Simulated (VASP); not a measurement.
# Ga16AsP15 (P1) in VASP: further runs

The runs below take Ga16AsP15 through single point, with PBEsol.

Program: VASP 6.6.1. These are calculated values, not measurements. Logs are shortened: lines on timing, memory, paths and dates and some standing lists are left out, and cuts for length are marked.

### Step 1. The cell of the first run

The typed cell holds 96 atoms: a = 11.528 Å, b = 13.312 Å, c = 12.662 Å, α = 90.00°, β = 90.00°, γ = 90.00°.

### Step 2. Single point, PBEsol

INCAR reads:

```
ALGO     = Normal         # electronic algorithm
EDIFF    = 1E-6           # SCF threshold, eV
ENCUT    = 500            # plane-wave cutoff, eV
GGA      = PS             # functional
GGA_COMPAT= False        
ISIF     = 2              # what is computed and relaxed
ISMEAR   = -1             # smearing method
ISYM     = -1           
KPAR     = 1            
LASPH    = True           # aspherical terms in the spheres
LCHARG   = False          # write CHGCAR
LREAL    = Auto         
LWAVE    = False          # write WAVECAR
NBANDS   = 486            # bands
NELM     = 120            # most SCF steps
PREC     = Accurate       # precision mode
SIGMA    = 0.05           # smearing width, eV
```

KPOINTS reads:

```
explicit points
1
Reciprocal
  0.25000000   0.25000000   0.25000000 1
```

POSCAR reads:

```
Ga16AsP15
1.0
   11.5283670000      0.0000000000      0.0000000000
   -0.0000020000     13.3118130000      0.0000000000
    0.0000000000      0.0000000000     12.6622010000
Ga P As
48 45 3
Direct
    0.0007650000      0.1656470000      0.9989840000
    0.0029830000      0.1658070000      0.4989140000
    0.3345500000      0.1669880000      0.0021550000
    0.3310060000      0.1651060000      0.4979730000
    0.1652550000      0.4154570000      0.9986140000
    0.1662040000      0.4143550000      0.5000610000
    0.9982630000      0.6663710000      0.0003680000
    0.9995020000      0.6677740000      0.5025540000
    0.6646800000      0.1680880000      0.9983170000
    0.6655840000      0.1678080000      0.5024730000
    0.5018290000      0.4175940000      0.0010860000
    0.4975850000      0.4154640000      0.4991500000
    0.3343210000      0.6650010000      0.9991010000
    0.3342760000      0.6650370000      0.4994210000
    0.1667060000      0.9151430000      0.0021770000
    0.1654380000      0.9158130000      0.5002390000
    0.8340780000      0.4154010000      0.9987740000
    0.8328750000      0.4188090000      0.5018180000
    0.6669320000      0.6659280000      0.0006150000
    0.6679390000      0.6658060000      0.4994550000
    0.4995060000      0.9162010000      0.9974200000
    0.5016230000      0.9159820000      0.4984800000
    0.8321620000      0.9189240000      0.0009560000
    0.8344190000      0.9159900000      0.5000830000
    0.1659300000      0.0822420000      0.2495540000
    0.1659880000      0.0838240000      0.7513580000
    0.0015290000      0.3313220000      0.2503290000
    0.9971800000      0.3332330000      0.7481330000
    0.5004510000      0.0828970000      0.2519620000
    0.4979900000      0.0820770000      0.7473140000
    0.3342110000      0.3333210000      0.2523200000
    0.3309920000      0.3330700000      0.7530470000
    0.1675170000      0.5835240000      0.2495540000
    0.1688900000      0.5851620000      0.7494280000
    0.0014900000      0.8328270000      0.2476850000
    0.9988270000      0.8323570000      0.7488440000
    0.8340170000      0.0833570000      0.2507080000
    0.8351780000      0.0843280000      0.7509690000
    0.6702860000      0.3312630000      0.2497570000
    0.6658830000      0.3333630000      0.7494790000
    0.5009510000      0.5836100000      0.2483640000
    0.5002650000      0.5842750000      0.7514610000
    0.3333880000      0.8343280000      0.2511180000
    0.3337450000      0.8343310000      0.7518040000
    0.8337160000      0.5814490000      0.2490350000
    0.8331280000      0.5827910000      0.7506730000
    0.6680950000      0.8334040000      0.2537010000
    0.6685590000      0.8337760000      0.7516530000
    0.9982780000      0.1646290000      0.1868020000
    0.0002010000      0.1668610000      0.6868440000
    0.3339680000      0.1677160000      0.1880470000
    0.1669700000      0.4172780000      0.1863230000
    0.1636100000      0.4167110000      0.6872210000
    0.0001010000      0.6688120000      0.1893800000
    0.9978110000      0.6664640000      0.6884280000
    0.6684260000      0.1671830000      0.1880620000
    0.6656430000      0.1680030000      0.6865960000
    0.4988510000      0.4161980000      0.1858750000
    0.5019260000      0.4176150000      0.6864720000
    0.3334050000      0.6678060000      0.1901120000
    0.3345020000      0.6661770000      0.6855390000
    0.1663790000      0.9175320000      0.1891480000
    0.1654990000      0.9153700000      0.6868990000
    0.8298070000      0.4186200000      0.1897880000
    0.8326960000      0.4175250000      0.6866710000
    0.6677560000      0.6664920000      0.1843180000
    0.6646760000      0.6684400000      0.6855500000
    0.4982360000      0.9162490000      0.6872940000
    0.8338760000      0.9159490000      0.1893270000
    0.8350580000      0.9173420000      0.6885190000
    0.1678360000      0.0802740000      0.9374340000
    0.0019270000      0.3333650000      0.4358640000
    0.0022360000      0.3335620000      0.9358950000
    0.4993970000      0.0838700000      0.4361620000
    0.4984050000      0.0826940000      0.9366420000
    0.3326930000      0.3337740000      0.4360940000
    0.3336940000      0.3339900000      0.9407540000
    0.1661440000      0.5824860000      0.4399800000
    0.1652860000      0.5829960000      0.9382720000
    0.9990100000      0.8319660000      0.4388240000
    0.9986350000      0.8320570000      0.9384760000
    0.8348900000      0.0806000000      0.4414460000
    0.8345420000      0.0801670000      0.9379640000
    0.6648160000      0.3341440000      0.4357780000
    0.6693140000      0.3316250000      0.9349590000
    0.4986830000      0.5831930000      0.4332790000
    0.5001970000      0.5827450000      0.9339060000
    0.3303450000      0.8322100000      0.4372500000
    0.3333900000      0.8335250000      0.9368170000
    0.8329170000      0.5844170000      0.4368290000
    0.8319060000      0.5838050000      0.9383670000
    0.6662750000      0.8324430000      0.4361820000
    0.6630060000      0.8346550000      0.9365920000
    0.3317980000      0.1672450000      0.6869440000
    0.5007760000      0.9151160000      0.1877520000
    0.1668680000      0.0829100000      0.4359900000
```

Potentials or basis: VASP PAW PBE potentials, release 64 (Ga_d, P, As).

Launch:

```bash
$ cat potpaw_PBE.64/Ga_d/POTCAR potpaw_PBE.64/P/POTCAR potpaw_PBE.64/As/POTCAR > POTCAR
$ mpirun -np 4 vasp_std > vasp.out
```

OUTCAR:

```text
EDIFF = 1E-6
   ENCUT = 500
   GGA = PS
   ISIF = 2
   ISMEAR = -1
   ISYM = -1
   LASPH = True
   LREAL = Auto
   NELM = 120
   PREC = Accurate

 ion  position               nearest neighbor table
   1  0.001  0.166  0.999-  83 2.36  71 2.37  73 2.37  49 2.38
   2  0.003  0.166  0.499-  96 2.33  82 2.36  72 2.37  50 2.38
   3  0.335  0.167  0.002-  75 2.35  51 2.35  77 2.36  71 2.39
   4  0.331  0.165  0.498-  96 2.32  74 2.36  76 2.38  94 2.39
   5  0.165  0.415  0.999-  73 2.31  77 2.34  79 2.36  52 2.38
   6  0.166  0.414  0.500-  72 2.33  76 2.34  78 2.36  53 2.37
[... 88 lines left out ...]
  95  0.501  0.915  0.188-  43 2.35  47 2.37  29 2.38  21 2.41
  96  0.167  0.083  0.436-   4 2.32   2 2.33  25 2.36  16 2.37

IMPORTANT INFORMATION: All symmetrisations will be switched off!
NOSYMM: (Re-)initialisation of all symmetry stuff for point group C_1.

----------------------------------------------------------------------------------------

                                     Primitive cell

  volume of cell :    1943.1852

  direct lattice vectors                    reciprocal lattice vectors
    11.528367000  0.000000000  0.000000000     0.086742554  0.000000013  0.000000000
    -0.000002000 13.311813000  0.000000000     0.000000000  0.075121248  0.000000000
     0.000000000  0.000000000 12.662201000     0.000000000  0.000000000  0.078975211

  length of vectors
    11.528367000 13.311813000 12.662201000     0.086742554  0.075121248  0.078975211

  position of ions in fractional coordinates (direct lattice)
     0.000765000  0.165647000  0.998984000
     0.002983000  0.165807000  0.498914000
     0.334550000  0.166988000  0.002155000
     0.331006000  0.165106000  0.497973000
     0.165255000  0.415457000  0.998614000
     0.166204000  0.414355000  0.500061000
[... 88 lines left out ...]
     0.500776000  0.915116000  0.187752000
     0.166868000  0.082910000  0.435990000

  ion indices of the primitive-cell ions
   primitive index   ion index
                 1           1
                 2           2
                 3           3
                 4           4
                 5           5
                 6           6
[... 88 lines left out ...]
                95          95
                96          96

----------------------------------------------------------------------------------------

 KPOINTS: explicit points

Read explicit list of k-points.

 Found      1 k-points:

 Following reciprocal coordinates:
            Coordinates               Weight
  0.250000  0.250000  0.250000      1.000000
   k-points           NKPTS =      1   k-points in BZ     NKDIM =      1   number of bands    NBANDS=    488
   number of dos      NEDOS =    301   number of ions     NIONS =     96
   total plane-waves  NPLWV = 790272
   dimension x,y,z NGX =    84 NGY =   98 NGZ =   96
   dimension x,y,z NGXF=   168 NGYF=  196 NGZF=  192
   ions per type =              48  45   3
   NGX,Y,Z   is equivalent  to a cutoff of  12.11, 12.24, 12.60 a.u.
   NGXF,Y,Z  is equivalent  to a cutoff of  24.23, 24.48, 25.21 a.u.
 SYSTEM =  unknown system
   PREC   = accura    normal or accurate (medium, high low for compatibility)
   ISTART =      0    job   : 0-new  1-cont  2-samecut
   ICHARG =      2    charge: 1-file 2-atom 10-const
   ISPIN  =      1    spin polarized calculation?
   LNONCOLLINEAR =      F non collinear calculations
   LSORBIT =      F    spin-orbit coupling
   LASPH  =      T    aspherical Exc in radial PAW
   ENCUT  =  500.0 eV  36.75 Ry    6.06 a.u.  21.02 24.27 23.09*2*pi/ulx,y,z
   NELM   =    120;   NELMIN=  2; NELMDL= -5     # of ELM steps
   EDIFF  = 0.1E-05   stopping-criterion for ELM
   LREAL  =      T    real-space projection
   EDIFFG = 0.1E-04   stopping-criterion for IOM
   NSW    =      0    number of steps for IOM
   IBRION =     -1    ionic relax: 0-MD 1-quasi-New 2-CG
   NFREE  =      0    steps in history (QN), initial steepest desc. (CG)
   ISIF   =      2    stress and relaxation
   ISYM   =     -1    0-nonsym 1-usesym 2-fastsym
   POTIM  = 0.5000    time-step for ionic-motion
   TEBEG  =    0.0;   TEEND  =   0.0 temperature during run
   PSTRESS=    0.0 pullay stress
   NELECT =     864.0000    total number of electrons
   NUPDOWN=      -1.0000    fix difference up-down
   EMIN   =  10.00;   EMAX   =-10.00  energy-range for DOS
   EFERMI =   0.00;   METHOD = LEGACY
   ISMEAR =    -1;   SIGMA  =   0.05  broadening in eV -4-tet -1-fermi 0-gaus
   EFERMI_NEDOS =   21; number of points for ismear=-14 and -15
   IALGO  =     38    algorithm
   IMIX   =      4    mixing-type and parameters
     AMIX     =   0.40;   BMIX     =  1.00
     AMIX_MAG =   1.60;   BMIX_MAG =  1.00
  volume/ion in A,a.u.               =      20.24       136.60
  Fermi-wavevector in a.u.,A,eV,Ry     =   1.249515  2.361240 21.242596  1.561287
  Thomas-Fermi vector in A             =   2.383552
   LORBIT       =      0    0 simple, 1 ext, 2 COOP (PROOUT), +10 PAW based schemes
   GGA     = PS    functional components
   LHFCALC =     F    Hartree Fock is set to
   AEXX    =    0.0000 exact exchange contribution
   IVDW    =     0    specifies the selected vdW correction
   LEPSILON=     F    determine dielectric tensor
   LRPA    =     F    only Hartree local field effects (RPA)
 non-spin polarized calculation
  energy-cutoff  :      500.00
  volume of cell :     1943.19
 maximum number of plane-waves:     49328
 NGX is ok and might be reduce to    84
   NGX = 43   NGY = 49   NGZ = 47

 number of electron     863.9999918 magnetization

 Free energy of the ion-electron system (eV)
  ---------------------------------------------------
  ext. energy  EPLUGINS =         0.00000000
  ---------------------------------------------------
  free energy    TOTEN  =      -472.33410328 eV

  energy without entropy =     -472.33410284  energy(sigma->0) =     -472.33410306

 E-fermi :   5.2843     XC(G=0): -10.0319

 val. band max:        4.4907078946   @ k =   0.2500   0.2500   0.2500
 cond. band min:       6.0825446864   @ k =   0.2500   0.2500   0.2500
 fundamental gap:      1.5918367917
 Fermi energy:         5.2842573907

 k-point     1 :       0.2500    0.2500    0.2500
  band No.  band energies     occupation
      1     -10.2324      2.00000
      2     -10.1782      2.00000
      3     -10.1597      2.00000
      4     -10.1272      2.00000
      5     -10.1252      2.00000
      6     -10.1115      2.00000
[... 436 lines left out ...]
    443       6.7745      0.00000
    444       6.8388      0.00000
 [bands above 444 left out]

------------------------ aborting loop because EDIFF is reached ----------------------------------------

  FORCE on cell =-STRESS in cart. coord.  units (eV):
  Direction    XX          YY          ZZ          XY          YZ          ZX
  --------------------------------------------------------------------------------------
  -------------------------------------------------------------------------------------
  Total       -1.9273653      2.4634677      1.9254150      2.5230334      0.5120371     -0.6282526
  in kB       -1.5891336      2.0311559      1.5875256      2.0802684      0.4221801     -0.5180011
  external PRESSURE =       0.6765159 kB  Pullay stress =       0.0000000 kB

 VOLUME and BASIS-vectors are now :
 -----------------------------------------------------------------------------
  energy-cutoff  :      500.00
  volume of cell :     1943.19
      direct lattice vectors                 reciprocal lattice vectors
    11.528367000  0.000000000  0.000000000     0.086742554  0.000000013  0.000000000
    -0.000002000 13.311813000  0.000000000     0.000000000  0.075121248  0.000000000
     0.000000000  0.000000000 12.662201000     0.000000000  0.000000000  0.078975211

 POSITION                                       TOTAL-FORCE (eV/Angst)
 -----------------------------------------------------------------------------------
      0.00882      2.20506     12.64934         0.065866     -0.014008      0.024794
      0.03439      2.20719      6.31735        -0.904168      0.532520      0.401525
      3.85681      2.22291      0.02729        -0.158288     -0.074297     -0.123172
      3.81596      2.19786      6.30543         0.928439      0.634265     -0.177814
      1.90512      5.53049     12.64465         0.263954      0.238099      0.250821
      1.91606      5.51582      6.33187         0.098208      0.283525      0.100366
[... 88 lines left out ...]
      5.77313     12.18185      2.37735         0.113999      0.223395     -0.322802
      1.92372      1.10368      5.52059        -0.089738     -0.357032     -0.112782
 -----------------------------------------------------------------------------------
    total drift:                                0.028666     -0.005230      0.025446

  FREE ENERGIE OF THE ION-ELECTRON SYSTEM (eV)
  ---------------------------------------------------
  free  energy   TOTEN  =      -472.3341032781 eV

  energy  without entropy=     -472.3341028364  energy(sigma->0) =     -472.33410306
```

Run time: 12 min. Hardware: 4 MPI ranks of Intel Xeon 6975P-C (Granite Rapids), shared host; peak memory 0.68 GiB.

Results:

| Property | Result |
| --- | --- |
| Free energy | -472.3341 eV |
| Pressure | 0.1 GPa |
| Largest force | 1.138 eV/Å |
| Band gap on the k mesh | 1.59 eV |

Forces in eV/Å, atoms in the order of the input:
```
Ga   0.066 -0.014  0.025
Ga  -0.904  0.533  0.402
Ga  -0.158 -0.074 -0.123
Ga   0.928  0.634 -0.178
Ga   0.264  0.238  0.251
Ga   0.098  0.284  0.100
Ga   0.129  0.023  0.209
Ga   0.051 -0.245 -0.105
Ga   0.267 -0.450  0.199
Ga   0.189 -0.067 -0.378
Ga   0.064 -0.148 -0.217
Ga   0.210  0.284  0.030
Ga  -0.100  0.148  0.286
Ga  -0.086  0.091 -0.081
Ga  -0.093 -0.093 -0.076
Ga  -0.003 -0.631  0.295
Ga   0.082  0.120  0.319
Ga   0.038 -0.243 -0.387
Ga  -0.204  0.255 -0.288
Ga  -0.342 -0.016 -0.071
Ga  -0.136  0.158 -0.189
Ga  -0.382  0.028  0.118
Ga  -0.024 -0.668  0.156
Ga  -0.135 -0.221  0.235
Ga   0.056  0.320 -0.758
Ga  -0.604 -0.564  0.152
Ga  -0.229  0.265 -0.224
Ga   0.145  0.003  0.131
Ga   0.019  0.656 -0.105
Ga   0.674 -0.159  0.459
Ga  -0.190  0.138 -0.388
Ga   0.171  0.897  0.116
Ga  -0.151  0.001  0.318
Ga  -0.295 -0.159  0.095
Ga  -0.183  0.214  0.537
Ga   0.106  0.046  0.337
Ga  -0.148 -0.191  0.361
Ga  -0.259 -0.041 -0.079
Ga  -0.634  0.274  0.071
Ga   0.045  0.053 -0.115
Ga  -0.017 -0.058 -0.135
Ga  -0.015 -0.093 -0.503
Ga  -0.651 -0.368  0.291
Ga  -0.235 -0.207 -0.261
Ga  -0.075  0.535  0.185
Ga  -0.303  0.194  0.026
Ga   0.466 -0.490 -0.294
Ga  -0.204  0.127 -0.240
P    0.282  0.213 -0.114
P    0.043  0.020 -0.039
P   -0.056 -0.203  0.094
P   -0.016 -0.162  0.032
P    0.290  0.072  0.055
P    0.032 -0.532 -0.344
P    0.272 -0.085  0.006
P   -0.171 -0.249 -0.274
P    0.136 -0.303  0.329
P    0.383 -0.048  0.275
P   -0.451 -0.059  0.103
P    0.071 -0.059 -0.545
P    0.067  0.236  0.190
P    0.168 -0.206 -0.253
P    0.101  0.163  0.125
P    0.769 -0.550 -0.584
P   -0.102 -0.094  0.140
P    0.023  0.097  0.487
P    0.308 -0.179  0.218
P    0.413 -0.096 -0.202
P   -0.024  0.123 -0.204
P   -0.234  0.040 -0.206
P   -0.011  0.317  0.171
P   -0.493 -0.098  0.238
P   -0.405 -0.265 -0.041
P    0.099 -0.070  0.341
P    0.105  0.104 -0.154
P   -0.059 -0.274  0.251
P    0.062 -0.073 -0.287
P   -0.100 -0.028 -0.297
P    0.068  0.015 -0.196
P    0.102  0.124 -0.421
P   -0.014  0.194 -0.160
P   -0.257  0.537 -0.462
P   -0.267  0.762 -0.135
P    0.258 -0.073  0.228
P   -0.317  0.334  0.161
P    0.284 -0.115  0.408
P    0.094  0.023  0.562
P    0.327  0.063  0.121
P   -0.140 -0.234  0.170
P    0.167 -0.069 -0.045
P    0.081 -0.231 -0.188
P    0.196 -0.007  0.443
P    0.553 -0.288  0.164
As   0.034  0.027 -0.234
As   0.114  0.223 -0.323
As  -0.090 -0.357 -0.113
```

Levels at points of the mesh, in eV from the valence-band top:
| k point | band 429 | band 430 | band 431 | band 432 | band 433 | band 434 | band 435 | band 436 |
| --- | --- | --- | --- | --- | --- | --- | --- | --- |
| (0.25, 0.25, 0.25) | -0.52 | -0.43 | -0.23 | 0.00 | 1.59 | 1.71 | 1.84 | 1.94 |

Caveat: the PAW data sets were made with another functional, which shifts forces and pressure a little; a shifted mesh leaves out Γ, where band edges can lie. A k mesh can miss the band edges.

[end of part 1 of 3]
